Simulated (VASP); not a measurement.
# Nb (P6_3/mmc) in VASP: notebook

The runs below take Nb through single point, with PBE.

Program: VASP 6.6.1. These are calculated values, not measurements. Logs are shortened: lines on timing, memory, paths and dates and some standing lists are left out, and cuts for length are marked.

### Step 1. The cell of the first run

Symmetry: P6_3/mmc, No. 194, hexagonal system. Conventional cell: a = 2.632 Å, b = 2.632 Å, c = 4.729 Å, α = 90.00°, β = 90.00°, γ = 120.00°. Within 3.5 Å of Nb (site symmetry -6m2) lie 12 Nb at 2.63 to 2.81 Å.

### Step 2. Single point, PBE

INCAR reads:

```
ALGO     = Normal         # electronic algorithm
EDIFF    = 1E-6           # SCF threshold, eV
ENCUT    = 520            # plane-wave cutoff, eV
GGA      = PE             # functional
ISIF     = 2              # what is computed and relaxed
ISMEAR   = -1             # smearing method
LASPH    = True           # aspherical terms in the spheres
LCHARG   = True           # write CHGCAR
LELF     = True           # ELF
LREAL    = False          # projectors in reciprocal space
LVHAR    = True         
LWAVE    = False          # write WAVECAR
NBANDS   = 20             # bands
NELM     = 100            # most SCF steps
PREC     = Accurate       # precision mode
SIGMA    = 0.05           # smearing width, eV
```

KPOINTS reads:

```
k-points
0
Gamma
  16 16 9
```

POSCAR reads:

```
Nb
1.0
    2.6321128755      0.0000000000      0.0000000000
   -1.3160564377      2.2794766158      0.0000000000
    0.0000000000      0.0000000000      4.7289261095
Nb
2
Direct
    0.3333333333      0.6666666667      0.2500000000
    0.6666666667      0.3333333333      0.7500000000
```

Potentials or basis: VASP PAW PBE potentials, release 64 (Nb_sv).

Launch:

```
$ cat potpaw_PBE.64/Nb_sv/POTCAR > POTCAR
$ mpirun -np 1 vasp_std > vasp.out
```

OUTCAR:

```text
EDIFF = 1E-6
   ENCUT = 520
   GGA = PE
   ISIF = 2
   ISMEAR = -1
   LASPH = True
   LREAL = False
   NELM = 100
   PREC = Accurate

 ion  position               nearest neighbor table
   1  0.333  0.667  0.250-   2 2.81   2 2.81   2 2.81   2 2.81   2 2.81   2 2.81
   2  0.667  0.333  0.750-   1 2.81   1 2.81   1 2.81   1 2.81   1 2.81   1 2.81

  LATTYP: Found a hexagonal cell.
 ALAT       =     2.6321128755
 C/A-ratio  =     1.7966273990

  Lattice vectors:

 A1 = (   2.6321128755,   0.0000000000,   0.0000000000)
 A2 = (  -1.3160564377,   2.2794766158,   0.0000000000)
 A3 = (   0.0000000000,   0.0000000000,   4.7289261095)

Analysis of symmetry for initial positions (statically):
=====================================================================
 Subroutine PRICEL returns:
 Original cell was already a primitive cell.

 Routine SETGRP: Setting up the symmetry group for a
 hexagonal supercell.

 Subroutine GETGRP returns: Found 24 space group operations
 (whereof 12 operations were pure point group operations)
 out of a pool of 24 trial point group operations.

The static configuration has the point symmetry D_3d.
 The point group associated with its full space group is D_6h.

Analysis of symmetry for dynamics (positions and initial velocities):
=====================================================================
 Subroutine PRICEL returns:
 Original cell was already a primitive cell.

 Routine SETGRP: Setting up the symmetry group for a
 hexagonal supercell.

 Subroutine GETGRP returns: Found 24 space group operations
 (whereof 12 operations were pure point group operations)
 out of a pool of 24 trial point group operations.

The dynamic configuration has the point symmetry D_3d.
 The point group associated with its full space group is D_6h.

 Subroutine INISYM returns: Found 24 space group operations
 (whereof 12 operations are pure point group operations),
 and found     1 'primitive' translations

----------------------------------------------------------------------------------------

                                     Primitive cell

  volume of cell :      28.3728

  direct lattice vectors                    reciprocal lattice vectors
     2.632112875  0.000000000  0.000000000     0.379922916  0.219348598  0.000000000
    -1.316056438  2.279476616  0.000000000     0.000000000  0.438697196  0.000000000
     0.000000000  0.000000000  4.728926109     0.000000000  0.000000000  0.211464501

  length of vectors
     2.632112875  2.632112875  4.728926109     0.438697196  0.438697196  0.211464501

  position of ions in fractional coordinates (direct lattice)
     0.333333333  0.666666667  0.250000000
     0.666666667  0.333333333  0.750000000

  ion indices of the primitive-cell ions
   primitive index   ion index
                 1           1
                 2           2

----------------------------------------------------------------------------------------

 KPOINTS: k-points

Automatic generation of k-mesh.
 Grid dimensions read from file:
 generate k-points for:   16   16    9

 Generating k-lattice:

  Cartesian coordinates                     Fractional coordinates (reciprocal lattice)
     0.023745182  0.013709287  0.000000000     0.062500000 -0.000000000  0.000000000
     0.000000000  0.027418575  0.000000000     0.000000000  0.062500000  0.000000000
     0.000000000  0.000000000  0.023496056     0.000000000  0.000000000  0.111111111

  Length of vectors
     0.027418575  0.027418575  0.023496056

  Shift w.r.t. Gamma in fractional coordinates (k-lattice)
     0.000000000  0.000000000  0.000000000

 Subroutine IBZKPT returns following result:
 ===========================================

 Found    150 irreducible k-points:

 Following reciprocal coordinates:
            Coordinates               Weight
  0.000000  0.000000  0.000000      1.000000
  0.062500 -0.000000  0.000000      6.000000
  0.125000 -0.000000  0.000000      6.000000
  0.187500 -0.000000  0.000000      6.000000
  0.250000 -0.000000  0.000000      6.000000
  0.312500  0.000000  0.000000      6.000000
[... 16 lines left out ...]
  0.187500  0.187500  0.000000      6.000000
  0.250000  0.187500  0.000000     12.000000
 [... further k-points ...]
   k-points           NKPTS =    150   k-points in BZ     NKDIM =    150   number of bands    NBANDS=     20
   number of dos      NEDOS =    301   number of ions     NIONS =      2
   total plane-waves  NPLWV =  14400
   dimension x,y,z NGX =    20 NGY =   20 NGZ =   36
   dimension x,y,z NGXF=    40 NGYF=   40 NGZF=   72
   ions per type =               2
   NGX,Y,Z   is equivalent  to a cutoff of  12.63, 12.63, 12.66 a.u.
   NGXF,Y,Z  is equivalent  to a cutoff of  25.26, 25.26, 25.31 a.u.
 SYSTEM =  unknown system
   PREC   = accura    normal or accurate (medium, high low for compatibility)
   ISTART =      0    job   : 0-new  1-cont  2-samecut
   ICHARG =      2    charge: 1-file 2-atom 10-const
   ISPIN  =      1    spin polarized calculation?
   LNONCOLLINEAR =      F non collinear calculations
   LSORBIT =      F    spin-orbit coupling
   LASPH  =      T    aspherical Exc in radial PAW
   ENCUT  =  520.0 eV  38.22 Ry    6.18 a.u.   4.89  4.89  8.79*2*pi/ulx,y,z
   NELM   =    100;   NELMIN=  2; NELMDL= -5     # of ELM steps
   EDIFF  = 0.1E-05   stopping-criterion for ELM
   LREAL  =      F    real-space projection
   EDIFFG = 0.1E-04   stopping-criterion for IOM
   NSW    =      0    number of steps for IOM
   IBRION =     -1    ionic relax: 0-MD 1-quasi-New 2-CG
   NFREE  =      0    steps in history (QN), initial steepest desc. (CG)
   ISIF   =      2    stress and relaxation
   ISYM   =      2    0-nonsym 1-usesym 2-fastsym
   POTIM  = 0.5000    time-step for ionic-motion
   TEBEG  =    0.0;   TEEND  =   0.0 temperature during run
   PSTRESS=    0.0 pullay stress
   NELECT =      26.0000    total number of electrons
   NUPDOWN=      -1.0000    fix difference up-down
   EMIN   =  10.00;   EMAX   =-10.00  energy-range for DOS
   EFERMI =   0.00;   METHOD = LEGACY
   ISMEAR =    -1;   SIGMA  =   0.05  broadening in eV -4-tet -1-fermi 0-gaus
   EFERMI_NEDOS =   21; number of points for ismear=-14 and -15
   IALGO  =     38    algorithm
   IMIX   =      4    mixing-type and parameters
     AMIX     =   0.40;   BMIX     =  1.00
     AMIX_MAG =   1.60;   BMIX_MAG =  1.00
  volume/ion in A,a.u.               =      14.19        95.73
  Fermi-wavevector in a.u.,A,eV,Ry     =   1.590127  3.004905 34.402396  2.528505
  Thomas-Fermi vector in A             =   2.688870
   LORBIT       =      0    0 simple, 1 ext, 2 COOP (PROOUT), +10 PAW based schemes
   GGA     = PE    functional components
   LHFCALC =     F    Hartree Fock is set to
   AEXX    =    0.0000 exact exchange contribution
   IVDW    =     0    specifies the selected vdW correction
   LEPSILON=     F    determine dielectric tensor
   LRPA    =     F    only Hartree local field effects (RPA)
 non-spin polarized calculation
  energy-cutoff  :      520.00
  volume of cell :       28.37
 maximum number of plane-waves:       785
 NGX is ok and might be reduce to    20

 number of electron      26.0000004 magnetization

 Free energy of the ion-electron system (eV)
  ---------------------------------------------------
  ext. energy  EPLUGINS =         0.00000000
  ---------------------------------------------------
  free energy    TOTEN  =       -18.21970351 eV

  energy without entropy =      -18.20379799  energy(sigma->0) =      -18.21175075

 E-fermi :  15.3780     XC(G=0): -13.7739

 val. band max:       15.3752229739   @ k =   0.2500   0.1250   0.1111
 cond. band min:      15.3798233944   @ k =   0.3125   0.1250   0.1111
 fundamental gap:      0.0046004205
 Fermi energy:        15.3780346901

 k-point     1 :       0.0000    0.0000    0.0000
  band No.  band energies     occupation
      1     -39.4126      2.00000
      2     -39.0077      2.00000
      3     -16.5165      2.00000
      4     -14.2347      2.00000
      5     -13.9549      2.00000
      6     -13.9549      2.00000
[... 12 lines left out ...]
     19      21.0120      0.00000
     20      21.0120      0.00000

 k-point     2 :       0.0625   -0.0000    0.0000
  band No.  band energies     occupation
      1     -39.3902      2.00000
      2     -38.9915      2.00000
      3     -16.4822      2.00000
      4     -14.2371      2.00000
      5     -14.0701      2.00000
      6     -13.9856      2.00000
[... 12 lines left out ...]
     19      21.1037      0.00000
     20      21.6734      0.00000

 k-point     3 :       0.1250   -0.0000    0.0000
  band No.  band energies     occupation
      1     -39.3256      2.00000
      2     -38.9455      2.00000
      3     -16.3818      2.00000
      4     -14.3933      2.00000
      5     -14.2459      2.00000
      6     -14.1841      2.00000
[... 12 lines left out ...]
     19      21.2921      0.00000
     20      22.9879      0.00000

 k-point     4 :       0.1875   -0.0000    0.0000
  band No.  band energies     occupation
      1     -39.2263      2.00000
      2     -38.8767      2.00000
      3     -16.2234      2.00000
      4     -14.8635      2.00000
      5     -14.6397      2.00000
      6     -14.2659      2.00000
[... 12 lines left out ...]
     19      21.4548      0.00000
     20      24.4203      0.00000

 k-point     5 :       0.2500   -0.0000    0.0000
  band No.  band energies     occupation
      1     -39.1045      2.00000
      2     -38.7965      2.00000
      3     -16.0203      2.00000
      4     -15.3984      2.00000
      5     -15.1498      2.00000
      6     -14.3297      2.00000
[... 12 lines left out ...]
     19      21.5445      0.00000
     20      25.7759      0.00000
[... 353 lines left out ...]
      6     -14.9017      2.00000
[... 12 lines left out ...]
     19      24.5721      0.00000
     20      27.6647      0.00000

 k-point    22 :       0.4375    0.1250    0.0000
  band No.  band energies     occupation
      1     -38.7130      2.00000
      2     -38.6013      2.00000
      3     -16.5898      2.00000
      4     -16.2698      2.00000
      5     -15.2281      2.00000
      6     -14.9393      2.00000
[... 12 lines left out ...]
     19      25.1421      0.00000
     20      27.1122      0.00000

 k-point    23 :       0.1875    0.1875    0.0000
  band No.  band energies     occupation
      1     -38.9463      2.00000
      2     -38.7012      2.00000
      3     -15.7376      2.00000
      4     -15.7253      2.00000
      5     -15.6939      2.00000
      6     -14.6448      2.00000
[... 12 lines left out ...]
     19      21.6353      0.00000
     20      27.9813      0.00000

 k-point    24 :       0.2500    0.1875    0.0000
  band No.  band energies     occupation
      1     -38.8377      2.00000
      2     -38.6451      2.00000
      3     -16.0526      2.00000
      4     -15.9127      2.00000
      5     -15.5224      2.00000
      6     -14.8818      2.00000
[... 12 lines left out ...]
     19      23.3016      0.00000
     20      28.2701      0.00000

 [... further k-points ...]
[... 5 lines left out ...]
  --------------------------------------------------------------------------------------
  -------------------------------------------------------------------------------------
  Total       12.8416493     12.8416493     12.7932841      0.0000000      0.0000000      0.0000000
  in kB      725.1522651    725.1522651    722.4211443      0.0000000      0.0000000      0.0000000
  external PRESSURE =     724.2418915 kB  Pullay stress =       0.0000000 kB

 VOLUME and BASIS-vectors are now :
 -----------------------------------------------------------------------------
  energy-cutoff  :      520.00
  volume of cell :       28.37
      direct lattice vectors                 reciprocal lattice vectors
     2.632112875  0.000000000  0.000000000     0.379922916  0.219348598  0.000000000
    -1.316056438  2.279476616  0.000000000     0.000000000  0.438697196  0.000000000
     0.000000000  0.000000000  4.728926109     0.000000000  0.000000000  0.211464501

 POSITION                                       TOTAL-FORCE (eV/Angst)
 -----------------------------------------------------------------------------------
     -0.00000      1.51965      1.18223         0.000000      0.000000     -0.000000
      1.31606      0.75983      3.54669        -0.000000      0.000000      0.000000
 -----------------------------------------------------------------------------------
    total drift:                               -0.000000      0.000000     -0.000000

  FREE ENERGIE OF THE ION-ELECTRON SYSTEM (eV)
  ---------------------------------------------------
  free  energy   TOTEN  =       -18.2197035075 eV

  energy  without entropy=      -18.2037979886  energy(sigma->0) =      -18.21175075
```

It took 61 s on 1 thread of Intel Xeon Platinum 8259CL at 2.50GHz (Skylake/Cascade Lake), shared host; peak memory 0.19 GiB.

Results:

```
Free energy            : -18.2197 eV
Pressure               : 72.4 GPa
Band gap on the k mesh : zero (band 13 reaches 17.54 eV, above the bottom of band 14 at 14.41 eV)
```

Levels at points of the mesh, in eV from the Fermi level:
```tsv
k point	band 10	band 11	band 12	band 13	band 14	band 15	band 16	band 17
(0.00, 0.00, 0.00)	-4.81	-1.53	0.00	0.00	0.71	0.71	1.78	3.03
(0.50, 0.00, 0.00)	-4.81	-4.26	-0.76	0.35	0.55	0.91	6.15	7.38
```

### Step 3. Single point, PBE

INCAR reads:

```
SYSTEM = Nb
PREC = Accurate
ENCUT = 520
EDIFF = 1E-6
ISMEAR = -1
SIGMA = 0.05
LREAL = .False.
LASPH = .True.
NELM = 80
ALGO = Normal
ISIF = 2
LWAVE = .False.
LCHARG = .False.
GGA = PE
NBANDS = 20
```

KPOINTS reads:

```
Automatic mesh
0
Gamma
  16 16 9
  0 0 0
```

POSCAR is that of step 2.

Potentials or basis: VASP PAW PBE potentials, release 64 (Nb_sv).

Launch:

```
$ cat potpaw_PBE.64/Nb_sv/POTCAR > POTCAR
$ mpirun -np 1 vasp_std > vasp.out
```

It took 56 s on 1 thread of Intel Xeon Platinum 8259CL at 2.50GHz (Skylake/Cascade Lake), shared host; peak memory 0.19 GiB.

Results (log left out):

| Item | Value |
| --- | --- |
| Free energy | -18.2197 eV |
| Pressure | 72.4 GPa |
| Band gap on the k mesh | zero (band 13 reaches 17.54 eV, above the bottom of band 14 at 14.41 eV) |

Stress tensor (GPa, compression positive):
```
72.52  0.00  0.00
 0.00 72.52  0.00
 0.00  0.00 72.24
```

Levels at points of the mesh, in eV from the Fermi level:
| k point | band 10 | band 11 | band 12 | band 13 | band 14 | band 15 | band 16 | band 17 |
| --- | --- | --- | --- | --- | --- | --- | --- | --- |
| (0.00, 0.00, 0.00) | -4.81 | -1.53 | 0.00 | 0.00 | 0.71 | 0.71 | 1.78 | 3.03 |
| (0.50, 0.00, 0.00) | -4.81 | -4.26 | -0.76 | 0.35 | 0.55 | 0.91 | 6.15 | 7.38 |

### Step 4. Single point, PBE

This run uses another cell than the first one, of 15.68 Å³/atom, 1.105 times its volume.

INCAR reads:

```
  PREC = Accurate
  ENCUT = 520
  EDIFF = 1E-7
  ISMEAR = -1
  SIGMA = 0.05
  LREAL = F
  LASPH = T
  NELM = 100
  ALGO = Normal
  ISIF = 2
  LWAVE = F
  LCHARG = F
  GGA = PE
  NBANDS = 20
```

KPOINTS reads:

```
regular mesh
0
Gamma
  16 16 9
```

POSCAR reads:

```
Nb
1.0
    2.7171384613      0.0000000000      0.0000000000
   -1.3585692306      2.3531109331      0.0000000000
    0.0000000000      0.0000000000      4.9047141468
Nb
2
Direct
    0.3333333333      0.6666666667      0.2500000000
    0.6666666667      0.3333333333      0.7500000000
```

Launch:

```
$ cat potpaw_PBE.64/Nb_sv/POTCAR > POTCAR
$ mpirun -np 1 vasp_std > vasp.out
```

Wall time 67 s (1 thread of Intel Xeon Platinum 8259CL at 2.50GHz (Skylake/Cascade Lake), shared host); peak memory 0.19 GiB.

It converged, with:

- Free energy: -19.2335 eV
- Pressure: 38.3 GPa
- Band gap on the k mesh: zero (band 13 reaches 15.76 eV, above the bottom of band 14 at 12.88 eV)

Stress tensor (GPa, compression positive):
```
38.36  0.00  0.00
 0.00 38.36  0.00
 0.00  0.00 38.27
```

Levels at points of the mesh, in eV from the Fermi level:
| k point | band 11 | band 12 | band 13 | band 14 | band 15 | band 16 |
| --- | --- | --- | --- | --- | --- | --- |
| (0.00, 0.00, 0.00) | -1.27 | 0.17 | 0.17 | 0.77 | 0.77 | 1.18 |
| (0.50, 0.00, 0.00) | -3.87 | -0.65 | 0.50 | 0.54 | 0.62 | 5.50 |
